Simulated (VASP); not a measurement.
# HfC (Pnma) in VASP: relaxation of cell and atoms with PBE

Aim: the relaxation of cell and atoms of HfC with PBE.

Program: VASP 6.6.1. These are calculated values, not measurements. Logs are shortened: lines on timing, memory, paths and dates and some standing lists are left out, and cuts for length are marked.

**1. The cell of the first run**

The structure is orthorhombic, space group Pnma (No. 62). Conventional cell: a = 8.903 Å, b = 3.113 Å, c = 3.667 Å, α = 90.00°, β = 90.00°, γ = 90.00°. Hf (site symmetry m) has 6 C at 2.10 to 2.80 Å and 2 Hf at 2.77 Å within 2.9 Å. Within 3.3 Å of C (site symmetry m) lie 7 Hf at 2.10 to 3.26 Å and 8 C at 3.01 to 3.11 Å.

**2. Relaxation of cell and atoms, PBE**

INCAR

```
PREC = Accurate
ENCUT = 600
EDIFF = 1E-7
ISMEAR = 0
SIGMA = 0.1
LREAL = F
LASPH = T
NELM = 80
ALGO = Normal
ISIF = 3
LWAVE = F
LCHARG = F
GGA = PE
IBRION = 2
NSW = 90
EDIFFG = -0.04
```

KPOINTS

```
Automatic mesh
0
Gamma
  2 6 6
```

POSCAR

```
HfC
1.0
    8.9028880993      0.0000000000      0.0000000000
    0.0000000000      3.1125997665      0.0000000000
    0.0000000000      0.0000000000      3.6668983551
Hf C
4 4
Direct
    0.1210000000      0.2500000000      0.1060000000
    0.8790000000      0.7500000000      0.8940000000
    0.3790000000      0.7500000000      0.6060000000
    0.6210000000      0.2500000000      0.3940000000
    0.8520000000      0.2500000000      0.5030000000
    0.1480000000      0.7500000000      0.4970000000
    0.6480000000      0.7500000000      0.0030000000
    0.3520000000      0.2500000000      0.9970000000
```

Potentials or basis: VASP PAW PBE potentials, release 64 (Hf_pv, C).

Run with:

```console
$ cat potpaw_PBE.64/Hf_pv/POTCAR potpaw_PBE.64/C/POTCAR > POTCAR
$ mpirun -np 1 vasp_std > vasp.out
```

OUTCAR:

```text
PREC = Accurate
   ENCUT = 600
   EDIFF = 1E-7
   ISMEAR = 0
   LREAL = F
   LASPH = T
   NELM = 80
   ISIF = 3
   GGA = PE
   IBRION = 2
   NSW = 90
   EDIFFG = -0.04

 ion  position               nearest neighbor table
   1  0.121  0.250  0.106-   8 2.10   6 2.13   6 2.13   6 2.73   6 2.73   2 2.77   2 2.77   5 2.80
                             3 3.33   3 3.33   3 3.33   3 3.33
   2  0.879  0.750  0.894-   7 2.10   5 2.13   5 2.13   5 2.73   5 2.73   1 2.77   1 2.77   6 2.80
                             4 3.33   4 3.33   4 3.33   4 3.33
   3  0.379  0.750  0.606-   6 2.10   8 2.13   8 2.13   8 2.73   8 2.73   4 2.77   4 2.77   7 2.80
                             1 3.33   1 3.33   1 3.33   1 3.33
   4  0.621  0.250  0.394-   5 2.10   7 2.13   7 2.13   7 2.73   7 2.73   3 2.77   3 2.77   8 2.80
                             2 3.33   2 3.33   2 3.33   2 3.33
   5  0.852  0.250  0.503-   4 2.10   2 2.13   2 2.13   2 2.73   2 2.73   1 2.80
   6  0.148  0.750  0.497-   3 2.10   1 2.13   1 2.13   1 2.73   1 2.73   2 2.80
   7  0.648  0.750  0.003-   2 2.10   4 2.13   4 2.13   4 2.73   4 2.73   3 2.80
   8  0.352  0.250  0.997-   1 2.10   3 2.13   3 2.13   3 2.73   3 2.73   4 2.80

  LATTYP: Found a simple orthorhombic cell.
 ALAT       =     3.1125997665
 B/A-ratio  =     1.1780821918
 C/A-ratio  =     2.8602739726

  Lattice vectors:

 A1 = (   0.0000000000,   3.1125997665,   0.0000000000)
 A2 = (   0.0000000000,   0.0000000000,   3.6668983551)
 A3 = (   8.9028880993,   0.0000000000,   0.0000000000)

Analysis of symmetry for initial positions (statically):
=====================================================================
 Subroutine PRICEL returns:
 Original cell was already a primitive cell.

 Routine SETGRP: Setting up the symmetry group for a
 simple orthorhombic supercell.

 Subroutine GETGRP returns: Found  8 space group operations
 (whereof  2 operations were pure point group operations)
 out of a pool of  8 trial point group operations.

The static configuration has the point symmetry S_2 .
 The point group associated with its full space group is D_2h.

Analysis of symmetry for dynamics (positions and initial velocities):
=====================================================================
 Subroutine PRICEL returns:
 Original cell was already a primitive cell.

 Routine SETGRP: Setting up the symmetry group for a
 simple orthorhombic supercell.

 Subroutine GETGRP returns: Found  8 space group operations
 (whereof  2 operations were pure point group operations)
 out of a pool of  8 trial point group operations.

The dynamic configuration has the point symmetry S_2 .
 The point group associated with its full space group is D_2h.

 Subroutine INISYM returns: Found  8 space group operations
 (whereof  2 operations are pure point group operations),
 and found     1 'primitive' translations

----------------------------------------------------------------------------------------

                                     Primitive cell

  volume of cell :     101.6139

  direct lattice vectors                    reciprocal lattice vectors
     8.902888099  0.000000000  0.000000000     0.112323101  0.000000000  0.000000000
     0.000000000  3.112599766  0.000000000     0.000000000  0.321274843  0.000000000
     0.000000000  0.000000000  3.666898355     0.000000000  0.000000000  0.272710041

  length of vectors
     8.902888099  3.112599766  3.666898355     0.112323101  0.321274843  0.272710041

  position of ions in fractional coordinates (direct lattice)
     0.121000000  0.250000000  0.106000000
     0.879000000  0.750000000  0.894000000
     0.379000000  0.750000000  0.606000000
     0.621000000  0.250000000  0.394000000
     0.852000000  0.250000000  0.503000000
     0.148000000  0.750000000  0.497000000
     0.648000000  0.750000000  0.003000000
     0.352000000  0.250000000  0.997000000

  ion indices of the primitive-cell ions
   primitive index   ion index
                 1           1
                 2           2
                 3           3
                 4           4
                 5           5
                 6           6
                 7           7
                 8           8

----------------------------------------------------------------------------------------

 KPOINTS: Automatic mesh

Automatic generation of k-mesh.
 Grid dimensions read from file:
 generate k-points for:    2    6    6

 Generating k-lattice:

  Cartesian coordinates                     Fractional coordinates (reciprocal lattice)
     0.056161551  0.000000000  0.000000000     0.500000000  0.000000000  0.000000000
     0.000000000  0.053545807  0.000000000     0.000000000  0.166666667  0.000000000
     0.000000000  0.000000000  0.045451673     0.000000000  0.000000000  0.166666667

  Length of vectors
     0.056161551  0.053545807  0.045451673

  Shift w.r.t. Gamma in fractional coordinates (k-lattice)
     0.000000000  0.000000000  0.000000000

 Subroutine IBZKPT returns following result:
 ===========================================

 Found     32 irreducible k-points:

 Following reciprocal coordinates:
            Coordinates               Weight
  0.000000  0.000000  0.000000      1.000000
  0.500000  0.000000  0.000000      1.000000
  0.000000  0.166667  0.000000      2.000000
  0.500000  0.166667  0.000000      2.000000
  0.000000  0.333333  0.000000      2.000000
  0.500000  0.333333  0.000000      2.000000
[... 16 lines left out ...]
  0.000000  0.500000  0.333333      2.000000
  0.500000  0.500000  0.333333      2.000000
 [... further k-points ...]
   k-points           NKPTS =     32   k-points in BZ     NKDIM =     32   number of bands    NBANDS=     33
   number of dos      NEDOS =    301   number of ions     NIONS =      8
   total plane-waves  NPLWV =  60480
   dimension x,y,z NGX =    72 NGY =   28 NGZ =   30
   dimension x,y,z NGXF=   144 NGYF=   56 NGZF=   60
   ions per type =               4   4
   NGX,Y,Z   is equivalent  to a cutoff of  13.44, 14.95, 13.60 a.u.
   NGXF,Y,Z  is equivalent  to a cutoff of  26.89, 29.91, 27.20 a.u.
 SYSTEM =  unknown system
   PREC   = accura    normal or accurate (medium, high low for compatibility)
   ISTART =      0    job   : 0-new  1-cont  2-samecut
   ICHARG =      2    charge: 1-file 2-atom 10-const
   ISPIN  =      1    spin polarized calculation?
   LNONCOLLINEAR =      F non collinear calculations
   LSORBIT =      F    spin-orbit coupling
   LASPH  =      T    aspherical Exc in radial PAW
   ENCUT  =  600.0 eV  44.10 Ry    6.64 a.u.  17.78  6.22  7.32*2*pi/ulx,y,z
   NELM   =     80;   NELMIN=  2; NELMDL= -5     # of ELM steps
   EDIFF  = 0.1E-06   stopping-criterion for ELM
   LREAL  =      F    real-space projection
   EDIFFG = -.4E-01   stopping-criterion for IOM
   NSW    =     90    number of steps for IOM
   IBRION =      2    ionic relax: 0-MD 1-quasi-New 2-CG
   NFREE  =      1    steps in history (QN), initial steepest desc. (CG)
   ISIF   =      3    stress and relaxation
   ISYM   =      2    0-nonsym 1-usesym 2-fastsym
   POTIM  = 0.5000    time-step for ionic-motion
   TEBEG  =    0.0;   TEEND  =   0.0 temperature during run
   PSTRESS=    0.0 pullay stress
   NELECT =      56.0000    total number of electrons
   NUPDOWN=      -1.0000    fix difference up-down
   EMIN   =  10.00;   EMAX   =-10.00  energy-range for DOS
   EFERMI =   0.00;   METHOD = LEGACY
   ISMEAR =     0;   SIGMA  =   0.10  broadening in eV -4-tet -1-fermi 0-gaus
   EFERMI_NEDOS =   21; number of points for ismear=-14 and -15
   IALGO  =     38    algorithm
   IMIX   =      4    mixing-type and parameters
     AMIX     =   0.40;   BMIX     =  1.00
     AMIX_MAG =   1.60;   BMIX_MAG =  1.00
  volume/ion in A,a.u.               =      12.70        85.72
  Fermi-wavevector in a.u.,A,eV,Ry     =   1.342208  2.536405 24.511199  1.801522
  Thomas-Fermi vector in A             =   2.470380
   LORBIT       =      0    0 simple, 1 ext, 2 COOP (PROOUT), +10 PAW based schemes
   GGA     = PE    functional components
   LHFCALC =     F    Hartree Fock is set to
   AEXX    =    0.0000 exact exchange contribution
   IVDW    =     0    specifies the selected vdW correction
   LEPSILON=     F    determine dielectric tensor
   LRPA    =     F    only Hartree local field effects (RPA)
 conjugate gradient relaxation of ions
 non-spin polarized calculation
 Gauss-broadening in eV      SIGMA  =   0.10
  energy-cutoff  :      600.00
  volume of cell :      101.61
 maximum number of plane-waves:      3412
 NGX is ok and might be reduce to    72
   NGX = 35   NGY = 13   NGZ = 15

--------------------------------------- Ionic step        1  -------------------------------------------

 number of electron      55.9999999 magnetization

 Free energy of the ion-electron system (eV)
  ---------------------------------------------------
  ext. energy  EPLUGINS =         0.00000000
  ---------------------------------------------------
  free energy    TOTEN  =       -73.94633404 eV

  energy without entropy =      -73.93634421  energy(sigma->0) =      -73.94133912

------------------------ aborting loop because EDIFF is reached ----------------------------------------

  FORCE on cell =-STRESS in cart. coord.  units (eV):
  Direction    XX          YY          ZZ          XY          YZ          ZX
  --------------------------------------------------------------------------------------
  -------------------------------------------------------------------------------------
  Total       22.0101749     27.9283837    -16.5026315      0.0000000      0.0000000      0.0000000
  in kB      347.0411782    440.3553920   -260.2020517      0.0000000      0.0000000      0.0000000
  external PRESSURE =     175.7315062 kB  Pullay stress =       0.0000000 kB
[... 107 lines left out ...]
  FREE ENERGIE OF THE ION-ELECTRON SYSTEM (eV)
  ---------------------------------------------------
  free  energy   TOTEN  =       -78.7447230076 eV

  energy  without entropy=      -78.7372231938  energy(sigma->0) =      -78.74097310

[... ionic steps 4 to 26 ...]

--------------------------------------- Ionic step       27  -------------------------------------------

 number of electron      56.0000004 magnetization

------------------------ aborting loop because EDIFF is reached ----------------------------------------
[... 79 lines left out ...]
--------------------------------------- Ionic step       29  -------------------------------------------

 number of electron      56.0000003 magnetization

 Free energy of the ion-electron system (eV)
  ---------------------------------------------------
  ext. energy  EPLUGINS =         0.00000000
  ---------------------------------------------------
  free energy    TOTEN  =       -84.22449683 eV

  energy without entropy =      -84.21692166  energy(sigma->0) =      -84.22070924

 E-fermi :   5.8384     XC(G=0): -12.2899

 val. band max:        5.7272270186   @ k =   0.0000   0.1667   0.1667
 cond. band min:       5.8584975341   @ k =   0.0000   0.5000   0.5000
 fundamental gap:      0.1312705155
 Fermi energy:         5.8383689811

 k-point     1 :       0.0000    0.0000    0.0000
  band No.  band energies     occupation
      1     -24.2054      2.00000
      2     -23.9301      2.00000
      3     -23.9293      2.00000
      4     -23.8365      2.00000
      5     -23.8363      2.00000
      6     -23.7210      2.00000
[... 853 lines left out ...]
     32       7.2342      0.00000
     33      11.9026      0.00000

 [... further k-points ...]

------------------------ aborting loop because EDIFF is reached ----------------------------------------

  FORCE on cell =-STRESS in cart. coord.  units (eV):
  Direction    XX          YY          ZZ          XY          YZ          ZX
  --------------------------------------------------------------------------------------
  -------------------------------------------------------------------------------------
  Total       -0.2578947     -0.2229736     -0.2410872      0.0000000      0.0000000      0.0000000
  in kB       -4.1134314     -3.5564385     -3.8453507      0.0000000      0.0000000      0.0000000
  external PRESSURE =      -3.8384069 kB  Pullay stress =       0.0000000 kB
[... 23 lines left out ...]
  FREE ENERGIE OF THE ION-ELECTRON SYSTEM (eV)
  ---------------------------------------------------
  free  energy   TOTEN  =       -84.2244968292 eV

  energy  without entropy=      -84.2169216588  energy(sigma->0) =      -84.22070924

 reached required accuracy - stopping structural energy minimisation
```

Run time: 24 min. Hardware: 1 thread of AMD EPYC 9R45 (Zen 5), shared host; peak memory 0.28 GiB.

What came out:

- Free energy: -84.2245 eV
- Relaxed volume: 12.56 Å³/atom
- Relaxed cell: a = 9.296 Å, b = 3.287 Å, c = 3.287 Å, α = 90.00°, β = 90.00°, γ = 90.00°
- Space group after relaxing (to 0.1 Å): Fm-3m (No. 225)
- Energy gained by relaxing: 1284.8 meV/atom
- Ionic steps: 29
- Pressure after relaxing: -0.4 GPa
- Largest force after relaxing: 0.033 eV/Å
- Band gap on the k mesh: zero (bands 28 and 29 overlap by 0.34 eV)

Forces on the atoms (eV/Å):
```
Hf   0.002  0.000  0.017
Hf  -0.002  0.000 -0.017
Hf  -0.002  0.000  0.017
Hf   0.002  0.000 -0.017
C   -0.028  0.000 -0.018
C    0.028  0.000  0.018
C    0.028  0.000 -0.018
C   -0.028  0.000  0.018
```

The path:
| step | energy change (eV) | largest force (eV/Å) | pressure (GPa) | volume (Å³) |
| --- | --- | --- | --- | --- |
| 1 | 0.0000 | 2.9565 | 17.57 | 101.61 |
| 2 | -4.5207 | 1.1963 | -21.36 | 121.10 |
| 3 | -4.7984 | 1.5132 | -16.42 | 117.02 |
| 4 | -5.2693 | 1.9216 | 16.63 | 100.07 |
| 5 | -5.8951 | 1.9166 | -0.95 | 106.87 |
| 6 | -6.8210 | 1.2659 | 4.42 | 102.66 |
| 7 | -6.9274 | 0.8761 | 7.96 | 101.03 |
| 8 | -7.1033 | 1.2802 | -9.10 | 108.07 |
| 9 | -7.1781 | 1.0276 | -3.67 | 105.47 |
| 10 | -7.5068 | 1.1299 | -3.58 | 104.80 |
| 11 | -8.4019 | 1.6773 | -0.84 | 102.65 |
| 12 | -7.6504 | 3.4624 | 18.43 | 97.80 |
| 13 | -8.7122 | 2.2408 | 3.12 | 101.28 |
| 14 | -8.7285 | 2.5310 | 5.55 | 100.60 |
| 15 | -8.8003 | 2.5066 | 5.40 | 100.60 |
| 16 | -8.9886 | 2.4146 | 4.98 | 100.63 |
| 17 | -9.2077 | 2.0857 | 4.49 | 100.67 |
| 18 | -9.2225 | 1.9077 | 4.39 | 100.69 |
| 19 | -9.4259 | 1.6981 | 2.47 | 101.10 |
| 20 | -9.8418 | 1.1876 | -2.35 | 102.30 |
| 21 | -10.0009 | 0.6726 | -8.11 | 104.55 |
| 22 | -10.0288 | 0.7420 | -6.96 | 103.95 |
| 23 | -10.1243 | 0.6618 | -4.13 | 102.47 |
| 24 | -10.1971 | 0.5296 | 1.73 | 99.80 |
| 25 | -10.2385 | 0.3820 | 1.18 | 99.92 |
| 26 | -10.2747 | 0.1516 | 0.35 | 100.15 |
| 27 | -10.2751 | 0.1352 | 0.28 | 100.18 |
| 28 | -10.2774 | 0.0725 | -0.05 | 100.31 |
| 29 | -10.2782 | 0.0334 | -0.38 | 100.45 |

Final structure:
```
CELL_PARAMETERS angstrom
9.29631 0.00000 0.00000
0.00000 3.28703 0.00000
0.00000 0.00000 3.28726
ATOMIC_POSITIONS crystal
Hf 0.12499 0.25000 0.24903
Hf 0.87501 0.75000 0.75097
Hf 0.37501 0.75000 0.74903
Hf 0.62499 0.25000 0.25097
C 0.87523 0.25000 0.25107
C 0.12477 0.75000 0.74893
C 0.62477 0.75000 0.75107
C 0.37523 0.25000 0.24893
```

Caveat: spin-orbit coupling is left out, which moves the levels of the heavy elements.
